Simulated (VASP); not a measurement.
A run of VASP 6.6.1 is set up as follows.

File INCAR:

```
  PREC = Accurate
  ENCUT = 520
  EDIFF = 1E-6
  ISMEAR = 0
  SIGMA = 0.1
  LREAL = F
  LASPH = T
  NELM = 100
  ALGO = Fast
  ISIF = 2
  LWAVE = F
  LCHARG = F
  LDIPOL = T
  IDIPOL = 3
  DIPOL = 0.5 0.5 0.383
  GGA = PE
  NBANDS = 46
```

Contents of KPOINTS:

```
regular mesh
0
Gamma
  12 12 1
```

File POSCAR:

```
Ru5N
1.0
    2.7197977465      0.0000000000      0.0000000000
   -1.3598988732      2.3554139416      0.0000000000
    0.0000000000      0.0000000000     24.0359895925
Ru N
5 1
Direct
    0.6666666667      0.3333333333      0.1664171132
    0.3333333333      0.6666666667      0.2557968275
    0.6666666667      0.3333333333      0.3452060919
    0.3333333333      0.6666666667      0.4352311869
    0.6666666667      0.3333333333      0.5215507997
    0.8333333333      1.0000000000      0.5766763997
```

Potentials or basis: VASP PAW PBE potentials, release 64 (Ru_pv, N).

Command:

```sh
$ cat potpaw_PBE.64/Ru_pv/POTCAR potpaw_PBE.64/N/POTCAR > POTCAR
$ mpirun -np 1 vasp_std > vasp.out
```

Estimate the band gap on the k mesh.

zero (an odd number of electrons rules out a gap without spin polarisation).

Estimate the largest force.

2.493 eV/Å.

Forces in eV/Å, atoms in the order of the input:
```
Ru   0.003  0.026  0.706
Ru  -0.015 -0.017 -0.426
Ru   0.025 -0.028 -0.290
Ru  -0.713  0.137 -2.263
Ru  -1.083  0.377  2.214
N    1.783 -0.495  0.059
```
